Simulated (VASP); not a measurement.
# BN (Cm) in VASP: a series of runs

BN is run at these levels: LDA; tasks: relaxation of cell and atoms.

All numbers are computed with VASP 6.6.1; they aren't measurements. Logs are shortened: lines on timing, memory, paths and dates and some standing lists are left out, and cuts for length are marked.

### 1 The cell of the first run

The typed cell holds 2 atoms: a = 2.489 Å, b = 2.489 Å, c = 3.529 Å, α = 90.02°, β = 110.63°, γ = 120.00°.

### 2 Relaxation of cell and atoms, LDA, target pressure 50 GPa, at which the enthalpy is minimised

Contents of INCAR:

```
SYSTEM = BN
PREC = Accurate ; ENCUT = 600
EDIFF = 1E-7 ; ISMEAR = 0
SIGMA = 0.01 ; LREAL = .FALSE.
LASPH = .TRUE. ; NELM = 120
ALGO = Normal ; ISIF = 3
LWAVE = .FALSE. ; LCHARG = .FALSE.
GGA = CA ; IBRION = 2
NSW = 80 ; EDIFFG = -0.001
PSTRESS = 500.0 ; GGA_COMPAT = .FALSE.
NELMIN = 4
```

Contents of KPOINTS:

```
Automatic mesh
0
G
  12 12 12
  0 0 0
```

Contents of POSCAR:

```
BN
1.0
    2.4772132687      0.0024290348     -0.2377062476
   -1.2293042602      2.1506736694      0.2377173590
   -0.9330279452     -0.8974335340      3.2824564018
B N
1 1
Direct
    0.9911240036      0.9914667072     -0.0060232892
    0.6570249964      0.3244172928      0.9928282892
```

Potentials or basis: VASP PAW LDA potentials, release 64 (B, N).

Command:

```
$ cat potpaw_LDA.64/B/POTCAR potpaw_LDA.64/N/POTCAR > POTCAR
$ mpirun -np 1 vasp_std > vasp.out
```

OUTCAR:

```text
SYSTEM = BN
   PREC = Accurate
   ENCUT = 600
   EDIFF = 1E-7
   ISMEAR = 0
   LREAL = .FALSE.
   LASPH = .TRUE.
   NELM = 120
   ISIF = 3
   GGA = CA
   IBRION = 2
   NSW = 80
   EDIFFG = -0.001
   PSTRESS = 500.0
   NELMIN = 4

 ion  position               nearest neighbor table
   1  0.991  0.991  0.994-   2 1.44   2 1.44   2 1.44
   2  0.657  0.324  0.993-   1 1.44   1 1.44   1 1.44

  LATTYP: Found a base centered monoclinic cell.
 ALAT       =     4.3103659715
 B/A-ratio  =     0.5773522834
 C/A-ratio  =     0.8187964226
 COS(beta)  =    -0.4074702109

  Lattice vectors:

 A1 = (  -1.2293042602,   2.1506736694,   0.2377173590)
 A2 = (  -2.4772132687,  -0.0024290348,   0.2377062476)
 A3 = (   1.5441853235,  -0.8950044992,   3.0447501542)

Analysis of symmetry for initial positions (statically):
=====================================================================
 Subroutine PRICEL returns:
 Original cell was already a primitive cell.

 Routine SETGRP: Setting up the symmetry group for a
 base centered monoclinic supercell.

 Subroutine GETGRP returns: Found  2 space group operations
 (whereof  1 operations were pure point group operations)
 out of a pool of  4 trial point group operations.

The static configuration has the point symmetry C_1 .
 The point group associated with its full space group is C_1h.

Analysis of symmetry for dynamics (positions and initial velocities):
=====================================================================
 Subroutine PRICEL returns:
 Original cell was already a primitive cell.

 Routine SETGRP: Setting up the symmetry group for a
 base centered monoclinic supercell.

 Subroutine GETGRP returns: Found  2 space group operations
 (whereof  1 operations were pure point group operations)
 out of a pool of  4 trial point group operations.

The dynamic configuration has the point symmetry C_1 .
 The point group associated with its full space group is C_1h.

 Subroutine INISYM returns: Found  2 space group operations
 (whereof  1 operations are pure point group operations),
 and found     1 'primitive' translations

----------------------------------------------------------------------------------------

                                     Primitive cell

  volume of cell :      17.2864

  direct lattice vectors                    reciprocal lattice vectors
     2.477213269  0.002429035 -0.237706248     0.420726005  0.220598037  0.179902221
    -1.229304260  2.150673669  0.237717359     0.011879433  0.457560208  0.128475040
    -0.933027945 -0.897433534  3.282456402     0.029607477 -0.017161682  0.308373672

  length of vectors
     2.488593124  2.488593124  3.528519254     0.507975072  0.475403303  0.310266736

  position of ions in fractional coordinates (direct lattice)
     0.991124004  0.991466707  0.993976711
     0.657024996  0.324417293  0.992828289

  ion indices of the primitive-cell ions
   primitive index   ion index
                 1           1
                 2           2

----------------------------------------------------------------------------------------

 KPOINTS: Automatic mesh

Automatic generation of k-mesh.
 Grid dimensions read from file:
 generate k-points for:   12   12   12

 Generating k-lattice:

  Cartesian coordinates                     Fractional coordinates (reciprocal lattice)
     0.035060500  0.018383170  0.014991852     0.083333333  0.000000000  0.000000000
     0.000989953  0.038130017  0.010706253     0.000000000  0.083333333  0.000000000
     0.002467290 -0.001430140  0.025697806    -0.000000000  0.000000000  0.083333333

  Length of vectors
     0.042331256  0.039616942  0.025855561

  Shift w.r.t. Gamma in fractional coordinates (k-lattice)
     0.000000000  0.000000000  0.000000000

 Subroutine IBZKPT returns following result:
 ===========================================

 Found    476 irreducible k-points:

 Following reciprocal coordinates:
            Coordinates               Weight
  0.000000  0.000000  0.000000      1.000000
  0.083333  0.000000  0.000000      4.000000
  0.166667  0.000000 -0.000000      4.000000
  0.250000  0.000000  0.000000      4.000000
  0.333333 -0.000000 -0.000000      4.000000
  0.416667  0.000000 -0.000000      4.000000
[... 16 lines left out ...]
  0.250000  0.166667  0.000000      4.000000
  0.333333  0.166667  0.000000      4.000000
 [... further k-points ...]
   k-points           NKPTS =    476   k-points in BZ     NKDIM =    476   number of bands    NBANDS=      8
   number of dos      NEDOS =    301   number of ions     NIONS =      2
   total plane-waves  NPLWV =  11200
   dimension x,y,z NGX =    20 NGY =   20 NGZ =   28
   dimension x,y,z NGXF=    40 NGYF=   40 NGZF=   56
   ions per type =               1   1
   NGX,Y,Z   is equivalent  to a cutoff of  13.36, 13.36, 13.19 a.u.
   NGXF,Y,Z  is equivalent  to a cutoff of  26.72, 26.72, 26.38 a.u.
 SYSTEM =  BN
   PREC   = accura    normal or accurate (medium, high low for compatibility)
   ISTART =      0    job   : 0-new  1-cont  2-samecut
   ICHARG =      2    charge: 1-file 2-atom 10-const
   ISPIN  =      1    spin polarized calculation?
   LNONCOLLINEAR =      F non collinear calculations
   LSORBIT =      F    spin-orbit coupling
   LASPH  =      T    aspherical Exc in radial PAW
   ENCUT  =  600.0 eV  44.10 Ry    6.64 a.u.   4.97  4.97  7.05*2*pi/ulx,y,z
   NELM   =    120;   NELMIN=  4; NELMDL= -5     # of ELM steps
   EDIFF  = 0.1E-06   stopping-criterion for ELM
   LREAL  =      F    real-space projection
   EDIFFG = -.1E-02   stopping-criterion for IOM
   NSW    =     80    number of steps for IOM
   IBRION =      2    ionic relax: 0-MD 1-quasi-New 2-CG
   NFREE  =      1    steps in history (QN), initial steepest desc. (CG)
   ISIF   =      3    stress and relaxation
   ISYM   =      2    0-nonsym 1-usesym 2-fastsym
   POTIM  = 0.5000    time-step for ionic-motion
   TEBEG  =    0.0;   TEEND  =   0.0 temperature during run
   PSTRESS=  500.0 pullay stress
   NELECT =       8.0000    total number of electrons
   NUPDOWN=      -1.0000    fix difference up-down
   EMIN   =  10.00;   EMAX   =-10.00  energy-range for DOS
   EFERMI =   0.00;   METHOD = LEGACY
   ISMEAR =     0;   SIGMA  =   0.01  broadening in eV -4-tet -1-fermi 0-gaus
   EFERMI_NEDOS =   21; number of points for ismear=-14 and -15
   IALGO  =     38    algorithm
   IMIX   =      4    mixing-type and parameters
     AMIX     =   0.40;   BMIX     =  1.00
     AMIX_MAG =   1.60;   BMIX_MAG =  1.00
  volume/ion in A,a.u.               =       8.64        58.33
  Fermi-wavevector in a.u.,A,eV,Ry     =   1.266301  2.392961 21.817179  1.603517
  Thomas-Fermi vector in A             =   2.399509
   LORBIT       =      0    0 simple, 1 ext, 2 COOP (PROOUT), +10 PAW based schemes
   GGA     = CA    functional components
   LHFCALC =     F    Hartree Fock is set to
   AEXX    =    0.0000 exact exchange contribution
   IVDW    =     0    specifies the selected vdW correction
   LEPSILON=     F    determine dielectric tensor
   LRPA    =     F    only Hartree local field effects (RPA)
 conjugate gradient relaxation of ions
 non-spin polarized calculation
 Gauss-broadening in eV      SIGMA  =   0.01
  energy-cutoff  :      600.00
  volume of cell :       17.29
 maximum number of plane-waves:       592
   NGX =  9   NGY =  9   NGZ = 15

--------------------------------------- Ionic step        1  -------------------------------------------

 number of electron       8.0000000 magnetization

 Free energy of the ion-electron system (eV)
  ---------------------------------------------------
  ext. energy  EPLUGINS =         0.00000000
  ---------------------------------------------------
  free energy    TOTEN  =       -19.29399728 eV

  energy without entropy =      -19.29399728  energy(sigma->0) =      -19.29399728

------------------------ aborting loop because EDIFF is reached ----------------------------------------

  FORCE on cell =-STRESS in cart. coord.  units (eV):
  Direction    XX          YY          ZZ          XY          YZ          ZX
  --------------------------------------------------------------------------------------
  -------------------------------------------------------------------------------------
  Total        0.0606481      0.0612135     -0.0225453      0.0004935      0.0048129     -0.0083032
  in kB        5.6211338      5.6735366     -2.0895945      0.0457434      0.4460838     -0.7695745
  external PRESSURE =    -496.9316414 kB  Pullay stress =     500.0000000 kB
[... 97 lines left out ...]
  energy  without entropy=      -19.0127590359  energy(sigma->0) =      -19.01275904

  enthalpy is  TOTEN    =       -14.3077676480 eV   P V=        4.7049913880

 E-fermi :  10.7426     XC(G=0): -14.0925

 val. band max:       10.6461349241   @ k =   0.0000   0.0000   0.0000
 cond. band min:      14.5910394360   @ k =   0.5000   0.0000   0.0000
 fundamental gap:      3.9449045118
 Fermi energy:        10.7426051845

 k-point     1 :       0.0000    0.0000    0.0000
  band No.  band energies     occupation
      1     -12.4493      2.00000
      2       8.6877      2.00000
      3      10.6412      2.00000
      4      10.6461      2.00000
      5      18.7638      0.00000
      6      18.7658      0.00000
      7      21.1500      0.00000
      8      25.1428      0.00000
[... 243 lines left out ...]
 k-point    24 :       0.3333    0.1667    0.0000
  band No.  band energies     occupation
      1      -6.3578      2.00000
      2       0.6221      2.00000
      3       2.8752      2.00000
      4       5.0209      2.00000
      5      16.7021      0.00000
      6      22.0991      0.00000
      7      28.7409      0.00000
      8      30.1340      0.00000

 [... further k-points ...]

[... ionic steps 4 to 39 ...]

--------------------------------------- Ionic step       40  -------------------------------------------

 number of electron       8.0000000 magnetization

------------------------ aborting loop because EDIFF is reached ----------------------------------------
[... 71 lines left out ...]
--------------------------------------- Ionic step       42  -------------------------------------------

 number of electron       8.0000000 magnetization

 Free energy of the ion-electron system (eV)
  ---------------------------------------------------
  ext. energy  EPLUGINS =         0.00000000
  ---------------------------------------------------
  free energy    TOTEN  =       -19.26101991 eV

  energy without entropy =      -19.26101991  energy(sigma->0) =      -19.26101991

 E-fermi :   9.2463     XC(G=0): -13.7405

 val. band max:        9.1028582182   @ k =   0.0000   0.0000   0.0000
 cond. band min:      13.5887547158   @ k =   0.5000   0.0000   0.0000
 fundamental gap:      4.4858964975
 Fermi energy:         9.2462559527

 k-point     1 :       0.0000    0.0000    0.0000
  band No.  band energies     occupation
      1     -12.5144      2.00000
      2       9.0970      2.00000
      3       9.1027      2.00000
      4       9.1029      2.00000
      5      18.3931      0.00000
      6      18.4002      0.00000
      7      18.4003      0.00000
      8      21.7315      0.00000
[... 243 lines left out ...]
 k-point    24 :       0.3333    0.1667    0.0000
  band No.  band energies     occupation
      1      -6.7233      2.00000
      2       0.2497      2.00000
      3       2.3774      2.00000
      4       4.1558      2.00000
      5      15.5637      0.00000
      6      21.0295      0.00000
      7      26.8381      0.00000
      8      27.2779      0.00000

 [... further k-points ...]

------------------------ aborting loop because EDIFF is reached ----------------------------------------

  FORCE on cell =-STRESS in cart. coord.  units (eV):
  Direction    XX          YY          ZZ          XY          YZ          ZX
  --------------------------------------------------------------------------------------
  -------------------------------------------------------------------------------------
  Total        3.2368189      3.2370564      3.2368479      0.0002073     -0.0002117      0.0003652
  in kB      499.9770678    500.0137517    499.9815504      0.0320158     -0.0326934      0.0564099
  external PRESSURE =      -0.0092101 kB  Pullay stress =     500.0000000 kB
[... 21 lines left out ...]
  energy  without entropy=      -19.2610199053  energy(sigma->0) =      -19.26101991

  enthalpy is  TOTEN    =       -16.0240525412 eV   P V=        3.2369673641

 reached required accuracy - stopping structural energy minimisation
```

Run time: 12 min. Hardware: 1 thread of AMD EPYC 9R45 (Zen 5), shared host; peak memory 0.16 GiB.

Results:

- Free energy: -19.2610 eV
- Relaxed volume: 5.19 Å³/atom
- Relaxed cell: a = 2.448 Å, b = 2.448 Å, c = 2.448 Å, α = 90.00°, β = 119.99°, γ = 120.00°
- Space group after relaxing (to 0.1 Å): F-43m (No. 216)
- Energy change on relaxing (the run minimises the enthalpy): +16.5 meV/atom
- Ionic steps: 42
- Pressure after relaxing: 50.0 GPa
- Band gap on the k mesh: 4.49 eV (least direct gap 9.29 eV)

The path:
```csv
step,energy change (eV),largest force (eV/Å),pressure (GPa),volume (Å³)
1,0.0000,0.0004,0.31,17.29
3,0.2812,0.0192,45.09,15.08
5,0.3250,0.2101,50.79,13.19
7,1.3729,2.2811,91.71,10.40
9,0.5654,0.6925,60.14,11.89
11,0.4418,0.5342,42.54,12.21
13,0.4667,0.1427,43.31,11.95
15,0.6014,2.5142,14.33,11.18
17,0.4451,0.2814,19.25,11.37
19,0.4505,0.4631,18.29,11.35
21,0.4523,0.6804,17.48,11.32
23,0.4561,1.0619,16.71,11.25
25,0.4065,1.0452,18.30,11.18
27,0.2443,1.1705,26.69,10.88
29,0.8379,7.2470,113.40,9.65
31,0.1809,2.4885,54.87,10.30
33,0.0539,0.0267,52.21,10.34
35,0.0428,0.1608,51.14,10.35
37,0.0290,0.0045,49.28,10.39
39,0.0333,0.0015,50.06,10.37
41,0.0330,0.0017,50.00,10.37
42,0.0330,0.0000,50.00,10.37
```

Final structure:
```xyz
2
Lattice="2.4365 0.0024 -0.2343 -1.2091 2.1153 0.2343 -1.0302 -0.8175 2.0649" Properties=species:S:1:pos:R:3 pbc="T T T"
B     0.0187   -0.0269    0.2349
N     0.1620   -0.1100    1.7249
```

Caveat: the cell is relaxed towards a set pressure, so the run minimises the enthalpy, not the energy; the volume moved by over 15 % at a fixed basis, so the end points are rough. A k mesh can miss the band edges.

[end of part 1 of 2]
